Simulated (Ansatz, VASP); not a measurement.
# One calculation of SnSe, two programs

INCAR

```
PREC     = Accurate       # precision mode
ENCUT    = 520            # plane-wave cutoff, eV
EDIFF    = 1E-7           # SCF threshold, eV
ISMEAR   = -1             # smearing method
SIGMA    = 0.05           # smearing width, eV
LREAL    = False          # projectors in reciprocal space
LASPH    = True           # aspherical terms in the spheres
NELM     = 150            # most SCF steps
ALGO     = Normal         # electronic algorithm
ISIF     = 2              # what is computed and relaxed
LWAVE    = False          # write WAVECAR
LCHARG   = True           # write CHGCAR
MAGMOM   = 0 0 0 0 0 0    # initial moments
LORBIT   = 11             # projections on sites
LSORBIT  = True           # spin-orbit coupling
GGA_COMPAT= False        
LORBMOM  = True         
GGA      = PS             # functional
LVHAR    = True         
NBANDS   = 32             # bands
```

Contents of KPOINTS:

```
regular mesh
0
Gamma
  11 11 11
```

POSCAR

```
SnSe
1.0
    0.0000000000      3.0104337128      3.0104337128
    3.0104337128      0.0000000000      3.0104337128
    3.0104337128      3.0104337128      0.0000000000
Sn Se
1 1
Direct
    0.0000000000      0.0000000000      0.0000000000
    0.5000000000      0.5000000000      0.5000000000
```

Input for Ansatz:

```yaml
crystal:
  lattice:
    - [0.0, 3.0104337128, 3.0104337128]
    - [3.0104337128, 0.0, 3.0104337128]
    - [3.0104337128, 3.0104337128, 0.0]
  atoms:
    - { symbol: Sn, position: [0.0, 0.0, 0.0] }
    - { symbol: Se, position: [0.5, 0.5, 0.5] }
kpoints:
  mp_grid: { grid: [11, 11, 11] }
  band_path:
    path:
      - [0.0, 0.0, 0.0]
      - [0.5, 0.0, 0.5]
      - [0.625, 0.25, 0.625]
      - [0.375, 0.375, 0.75]
      - [0.0, 0.0, 0.0]
      - [0.5, 0.5, 0.5]
      - [0.5, 0.25, 0.75]
      - [0.5, 0.0, 0.5]
    npoints: 5
scf:
  occupations: { method: fermi_dirac, width: 0.05 }
hamiltonian:
  xc: pbesol
  pseudopotentials: { kind: all_electron, lapw: { basis_error: 0.001 } }
output:
  forces: true
  stress: true
  eigenvalues: true
magnetization:
  noncollinear: true
  spin_orbit: true
```

Alike in both runs: task single point; functional PBEsol; k mesh 11 × 11 × 11; occupations fermi-dirac, width 0.05 eV; non-collinear spin, spin-orbit coupling.

|  | VASP | Ansatz |
| --- | --- | --- |
| version | VASP 6.6.1 | Ansatz 0.2.0 |
| potentials or method | VASP PAW PBE potentials, release 64 (Sn_d, Se), cutoff 520 eV | all-electron LAPW |

Ansatz gave:

* pressure (GPa): -1.9
* net moment per atom (μB): 0.00

**Question.** What did VASP give for the same quantities?

**Answer.** Pressure (GPa): -1.8; net moment per atom (μB): 0.00.

VASP's potentials were made for PBE, not for PBEsol. Ansatz ran all-electron here, and VASP with PAW potentials.
